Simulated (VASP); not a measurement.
# Os (Pm-3m) in VASP: notebook, part 2 of 3

VASP 6.6.1. The steps go on from the part before.

## Step 3: Single point, PBEsol

This run uses another cell than the first one, of 16.04 Å³/atom.

Contents of INCAR:

```
PREC = Accurate ; ENCUT = 520
EDIFF = 1E-7 ; ISMEAR = 0
SIGMA = 0.05 ; LREAL = False
LASPH = True ; NELM = 100
ALGO = Normal ; ISIF = 2
LWAVE = False ; LCHARG = False
GGA = PS ; NBANDS = 10
```

Contents of KPOINTS:

```
regular mesh
0
Gamma
  10 10 10
```

Contents of POSCAR:

```
Os
1.0
    2.5218758596      0.0000000000      0.0000000000
    0.0000000000      2.5218758596      0.0000000000
    0.0000000000      0.0000000000      2.5218758596
Os
1
Direct
    0.0000000000      0.0000000000      0.0000000000
```

Potentials or basis: VASP PAW PBE potentials, release 64 (Os).

The run is started by

```
$ cat potpaw_PBE.64/Os/POTCAR > POTCAR
$ mpirun -np 1 vasp_std > vasp.out
```

OUTCAR:

```text
PREC = Accurate
   ENCUT = 520
   EDIFF = 1E-7
   ISMEAR = 0
   LREAL = False
   LASPH = True
   NELM = 100
   ISIF = 2
   GGA = PS

 ion  position               nearest neighbor table
   1  0.000  0.000  0.000-

  LATTYP: Found a simple cubic cell.
 ALAT       =     2.5218758596

  Lattice vectors:

 A1 = (   2.5218758596,   0.0000000000,   0.0000000000)
 A2 = (   0.0000000000,   2.5218758596,   0.0000000000)
 A3 = (   0.0000000000,   0.0000000000,   2.5218758596)

Analysis of symmetry for initial positions (statically):
=====================================================================
 Subroutine PRICEL returns:
 Original cell was already a primitive cell.

 Routine SETGRP: Setting up the symmetry group for a
 simple cubic supercell.

 Subroutine GETGRP returns: Found 48 space group operations
 (whereof 48 operations were pure point group operations)
 out of a pool of 48 trial point group operations.

The static configuration has the point symmetry O_h .

Analysis of symmetry for dynamics (positions and initial velocities):
=====================================================================
 Subroutine PRICEL returns:
 Original cell was already a primitive cell.

 Routine SETGRP: Setting up the symmetry group for a
 simple cubic supercell.

 Subroutine GETGRP returns: Found 48 space group operations
 (whereof 48 operations were pure point group operations)
 out of a pool of 48 trial point group operations.

The dynamic configuration has the point symmetry O_h .

 Subroutine INISYM returns: Found 48 space group operations
 (whereof 48 operations are pure point group operations),
 and found     1 'primitive' translations

----------------------------------------------------------------------------------------

                                     Primitive cell

  volume of cell :      16.0388

  direct lattice vectors                    reciprocal lattice vectors
     2.521875860  0.000000000  0.000000000     0.396530224  0.000000000  0.000000000
     0.000000000  2.521875860  0.000000000     0.000000000  0.396530224  0.000000000
     0.000000000  0.000000000  2.521875860     0.000000000  0.000000000  0.396530224

  length of vectors
     2.521875860  2.521875860  2.521875860     0.396530224  0.396530224  0.396530224

  position of ions in fractional coordinates (direct lattice)
     0.000000000  0.000000000  0.000000000

  ion indices of the primitive-cell ions
   primitive index   ion index
                 1           1

----------------------------------------------------------------------------------------

 KPOINTS: regular mesh

Automatic generation of k-mesh.
 Grid dimensions read from file:
 generate k-points for:   10   10   10

 Generating k-lattice:

  Cartesian coordinates                     Fractional coordinates (reciprocal lattice)
     0.039653022  0.000000000  0.000000000     0.100000000  0.000000000  0.000000000
     0.000000000  0.039653022  0.000000000     0.000000000  0.100000000  0.000000000
     0.000000000  0.000000000  0.039653022     0.000000000  0.000000000  0.100000000

  Length of vectors
     0.039653022  0.039653022  0.039653022

  Shift w.r.t. Gamma in fractional coordinates (k-lattice)
     0.000000000  0.000000000  0.000000000

 Subroutine IBZKPT returns following result:
 ===========================================

 Found     56 irreducible k-points:

 Following reciprocal coordinates:
            Coordinates               Weight
  0.000000  0.000000  0.000000      1.000000
  0.100000  0.000000  0.000000      6.000000
  0.200000  0.000000  0.000000      6.000000
  0.300000  0.000000  0.000000      6.000000
  0.400000  0.000000  0.000000      6.000000
  0.500000  0.000000  0.000000      3.000000
[... 16 lines left out ...]
  0.200000  0.100000  0.100000     24.000000
  0.300000  0.100000  0.100000     24.000000
 [... further k-points ...]
   k-points           NKPTS =     56   k-points in BZ     NKDIM =     56   number of bands    NBANDS=     10
   number of dos      NEDOS =    301   number of ions     NIONS =      1
   total plane-waves  NPLWV =   8000
   dimension x,y,z NGX =    20 NGY =   20 NGZ =   20
   dimension x,y,z NGXF=    40 NGYF=   40 NGZF=   40
   ions per type =               1
   NGX,Y,Z   is equivalent  to a cutoff of  13.18, 13.18, 13.18 a.u.
   NGXF,Y,Z  is equivalent  to a cutoff of  26.37, 26.37, 26.37 a.u.
 SYSTEM =  unknown system
   PREC   = accura    normal or accurate (medium, high low for compatibility)
   ISTART =      0    job   : 0-new  1-cont  2-samecut
   ICHARG =      2    charge: 1-file 2-atom 10-const
   ISPIN  =      1    spin polarized calculation?
   LNONCOLLINEAR =      F non collinear calculations
   LSORBIT =      F    spin-orbit coupling
   LASPH  =      T    aspherical Exc in radial PAW
   ENCUT  =  520.0 eV  38.22 Ry    6.18 a.u.   4.69  4.69  4.69*2*pi/ulx,y,z
   NELM   =    100;   NELMIN=  2; NELMDL= -5     # of ELM steps
   EDIFF  = 0.1E-06   stopping-criterion for ELM
   LREAL  =      F    real-space projection
   EDIFFG = 0.1E-05   stopping-criterion for IOM
   NSW    =      0    number of steps for IOM
   IBRION =     -1    ionic relax: 0-MD 1-quasi-New 2-CG
   NFREE  =      0    steps in history (QN), initial steepest desc. (CG)
   ISIF   =      2    stress and relaxation
   ISYM   =      2    0-nonsym 1-usesym 2-fastsym
   POTIM  = 0.5000    time-step for ionic-motion
   TEBEG  =    0.0;   TEEND  =   0.0 temperature during run
   PSTRESS=    0.0 pullay stress
   NELECT =       8.0000    total number of electrons
   NUPDOWN=      -1.0000    fix difference up-down
   EMIN   =  10.00;   EMAX   =-10.00  energy-range for DOS
   EFERMI =   0.00;   METHOD = LEGACY
   ISMEAR =     0;   SIGMA  =   0.05  broadening in eV -4-tet -1-fermi 0-gaus
   EFERMI_NEDOS =   21; number of points for ismear=-14 and -15
   IALGO  =     38    algorithm
   IMIX   =      4    mixing-type and parameters
     AMIX     =   0.40;   BMIX     =  1.00
     AMIX_MAG =   1.60;   BMIX_MAG =  1.00
  volume/ion in A,a.u.               =      16.04       108.23
  Fermi-wavevector in a.u.,A,eV,Ry     =   1.298318  2.453466 22.934388  1.685630
  Thomas-Fermi vector in A             =   2.429654
   LORBIT       =      0    0 simple, 1 ext, 2 COOP (PROOUT), +10 PAW based schemes
   GGA     = PS    functional components
   LHFCALC =     F    Hartree Fock is set to
   AEXX    =    0.0000 exact exchange contribution
   IVDW    =     0    specifies the selected vdW correction
   LEPSILON=     F    determine dielectric tensor
   LRPA    =     F    only Hartree local field effects (RPA)
 non-spin polarized calculation
 Gauss-broadening in eV      SIGMA  =   0.05
  energy-cutoff  :      520.00
  volume of cell :       16.04
 maximum number of plane-waves:       449
 NGX is ok and might be reduce to    20
   NGX =  9   NGY =  9   NGZ =  9

 number of electron       7.9999999 magnetization

 Free energy of the ion-electron system (eV)
  ---------------------------------------------------
  ext. energy  EPLUGINS =         0.00000000
  ---------------------------------------------------
  free energy    TOTEN  =       -10.60290882 eV

  energy without entropy =      -10.60081437  energy(sigma->0) =      -10.60186160

 E-fermi :   7.5936     XC(G=0): -13.2221

 val. band max:        7.5597359525   @ k =   0.4000   0.1000   0.0000
 cond. band min:       7.6302478480   @ k =   0.3000   0.2000   0.1000
 fundamental gap:      0.0705118955
 Fermi energy:         7.5936499545

 k-point     1 :       0.0000    0.0000    0.0000
  band No.  band energies     occupation
      1      -2.2793      2.00000
      2       1.2679      2.00000
      3       1.2679      2.00000
      4       9.9849      0.00000
      5       9.9849      0.00000
      6       9.9849      0.00000
      7      23.3197      0.00000
      8      23.3197      0.00000
      9      23.3197      0.00000
     10      29.5529      0.00000
[... 287 lines left out ...]
 k-point    24 :       0.3000    0.1000    0.1000
  band No.  band energies     occupation
      1       0.5499      2.00000
      2       2.3992      2.00000
      3       4.2382      2.00000
      4       7.0023      2.00000
      5       7.4986      1.99282
      6       9.3989      0.00000
      7      17.4256      0.00000
      8      25.0953      0.00000
      9      25.3596      0.00000
     10      28.4436      0.00000

 [... further k-points ...]

------------------------ aborting loop because EDIFF is reached ----------------------------------------

  FORCE on cell =-STRESS in cart. coord.  units (eV):
  Direction    XX          YY          ZZ          XY          YZ          ZX
  --------------------------------------------------------------------------------------
  -------------------------------------------------------------------------------------
  Total        0.3199562      0.3199562      0.3199562      0.0000000      0.0000000      0.0000000
  in kB       31.9617073     31.9617073     31.9617073      0.0000000      0.0000000      0.0000000
  external PRESSURE =      31.9617073 kB  Pullay stress =       0.0000000 kB

 VOLUME and BASIS-vectors are now :
 -----------------------------------------------------------------------------
  energy-cutoff  :      520.00
  volume of cell :       16.04
      direct lattice vectors                 reciprocal lattice vectors
     2.521875860  0.000000000  0.000000000     0.396530224  0.000000000  0.000000000
     0.000000000  2.521875860  0.000000000     0.000000000  0.396530224  0.000000000
     0.000000000  0.000000000  2.521875860     0.000000000  0.000000000  0.396530224

 POSITION                                       TOTAL-FORCE (eV/Angst)
 -----------------------------------------------------------------------------------
      0.00000      0.00000      0.00000         0.000000      0.000000      0.000000
 -----------------------------------------------------------------------------------
    total drift:                               -0.000000     -0.000000     -0.000000

  FREE ENERGIE OF THE ION-ELECTRON SYSTEM (eV)
  ---------------------------------------------------
  free  energy   TOTEN  =       -10.6029088238 eV

  energy  without entropy=      -10.6008143719  energy(sigma->0) =      -10.60186160
```

OSZICAR:

```text
N       E                     dE             d eps       ncg     rms          rms(c)
DAV:   1     0.346255606060E+02    0.34626E+02   -0.41445E+03  1160   0.733E+02
DAV:   2    -0.996490262456E+01   -0.44590E+02   -0.42301E+02  1146   0.195E+02
DAV:   3    -0.110994759535E+02   -0.11346E+01   -0.11307E+01  1348   0.286E+01
DAV:   4    -0.111023091294E+02   -0.28332E-02   -0.28327E-02  1256   0.167E+00
DAV:   5    -0.111023193972E+02   -0.10268E-04   -0.10268E-04  1268   0.912E-02    0.138E+01
DAV:   6    -0.107059175765E+02    0.39640E+00   -0.54499E-01  1482   0.531E+00    0.647E+00
DAV:   7    -0.106071652505E+02    0.98752E-01   -0.29148E-01  1502   0.371E+00    0.864E-01
DAV:   8    -0.106029440595E+02    0.42212E-02   -0.48530E-03  1204   0.694E-01    0.353E-02
DAV:   9    -0.106029170077E+02    0.27052E-04   -0.62004E-05  1252   0.613E-02    0.249E-02
DAV:  10    -0.106029088812E+02    0.81264E-05   -0.45867E-06  1236   0.346E-02    0.234E-03
DAV:  11    -0.106029087432E+02    0.13806E-06   -0.20019E-07   810   0.287E-03    0.806E-04
DAV:  12    -0.106029088238E+02   -0.80617E-07   -0.23590E-08   678   0.212E-03
   1 F= -.10602909E+02 E0= -.10601862E+02  d E =-.209445E-02
```

Run time: 15 s. Hardware: 1 thread of AMD EPYC 7R13, shared host; peak memory 0.1 GiB.

What came out:

```
Free energy            : -10.6029 eV
Pressure               : 3.2 GPa
Band gap on the k mesh : zero (bands 4 and 5 overlap by 6.27 eV)
```

Caveat: the cell stands under pressure; the PAW data sets were made with another functional, which shifts forces and pressure a little; spin-orbit coupling is left out, which moves the levels of the heavy elements.

## Step 4: Single point, PBEsol

Contents of INCAR:

```
SYSTEM = Os
ALGO = Normal
EDIFF = 1E-7
ENCUT = 520
GGA = PS
ISIF = 2
ISMEAR = 0
LASPH = .TRUE.
LCHARG = .FALSE.
LREAL = .FALSE.
LWAVE = .FALSE.
NBANDS = 10
NELM = 80
PREC = Accurate
SIGMA = 0.05
```

Contents of KPOINTS:

```
k-points
0
G
  10 10 10
  0 0 0
```

Contents of POSCAR:

```
Os
1.0
    2.5303385937      0.0000000000      0.0000000000
    0.0000000000      2.5303385937      0.0000000000
    0.0000000000      0.0000000000      2.5303385937
Os
1
Direct
    0.0000000000      0.0000000000      0.0000000000
```

The run is started by

```
$ cat potpaw_PBE.64/Os/POTCAR > POTCAR
$ mpirun -np 1 vasp_std > vasp.out
```

Wall time 14 s (1 thread of AMD EPYC 7R13, shared host); peak memory 0.1 GiB.

Results (log left out):

```yaml
Free_energy: -10.6046 eV
Pressure: 0.1 GPa
Band_gap_on_the_k_mesh: zero (bands 4 and 5 overlap by 6.17 eV)
```

Levels at points of the mesh, in eV from the Fermi level:
```tsv
k point	band 2	band 3	band 4	band 5	band 6	band 7
(0.00, 0.00, 0.00)	-6.24	-6.24	2.35	2.35	2.35	15.65
(0.50, 0.00, 0.00)	-5.37	-1.31	-1.06	-1.06	2.70	7.36
(0.50, 0.50, 0.00)	-4.74	-0.40	-0.40	4.50	4.50	4.86
(0.50, 0.50, 0.50)	-5.52	-5.52	5.11	5.11	8.30	11.42
```

Caveat: the PAW data sets were made with another functional, which shifts forces and pressure a little; spin-orbit coupling is left out, which moves the levels of the heavy elements.

## Step 5: Single point, PBEsol

This run uses another cell than the first one, of 16.36 Å³/atom.

Contents of INCAR:

```
SYSTEM = Os
PREC = Accurate
ENCUT = 520
EDIFF = 1E-6
ISMEAR = 0
SIGMA = 0.05
LREAL = .False.
LASPH = .True.
NELM = 60
ALGO = Normal
ISIF = 2
LWAVE = .False.
LCHARG = .True.
GGA = PS
LELF = .True.
LVHAR = .True.
NBANDS = 10
```

Contents of KPOINTS:

```
regular mesh
0
Gamma
  10 10 10
  0 0 0
```

Contents of POSCAR:

```
Os
1.0
    2.5387450960      0.0000000000      0.0000000000
    0.0000000000      2.5387450960      0.0000000000
    0.0000000000      0.0000000000      2.5387450960
Os
1
Direct
    0.0000000000      0.0000000000      0.0000000000
```

The run is started by

```
$ cat potpaw_PBE.64/Os/POTCAR > POTCAR
$ mpirun -np 1 vasp_std > vasp.out
```

It took 13 s on 1 thread of AMD EPYC 7R13, shared host; peak memory 0.1 GiB.

It converged, with:

```
Free energy            : -10.6033 eV
Pressure               : -2.9 GPa
Band gap on the k mesh : zero (bands 4 and 5 overlap by 6.07 eV)
```

Levels at points of the mesh, in eV from the Fermi level:
```tsv
k point	band 1	band 2	band 3	band 4	band 5	band 6	band 7	band 8
(0.00, 0.00, 0.00)	-9.70	-6.16	-6.16	2.31	2.31	2.31	15.58	15.58
(0.50, 0.00, 0.00)	-6.43	-5.30	-1.28	-1.05	-1.05	2.66	7.25	15.68
(0.50, 0.50, 0.00)	-6.92	-4.69	-0.39	-0.39	4.47	4.47	4.78	12.93
(0.50, 0.50, 0.50)	-5.44	-5.44	-5.44	5.02	5.02	8.34	11.31	11.31
```

Caveat: the PAW data sets were made with another functional, which shifts forces and pressure a little; spin-orbit coupling is left out, which moves the levels of the heavy elements.

[end of part 2 of 3]
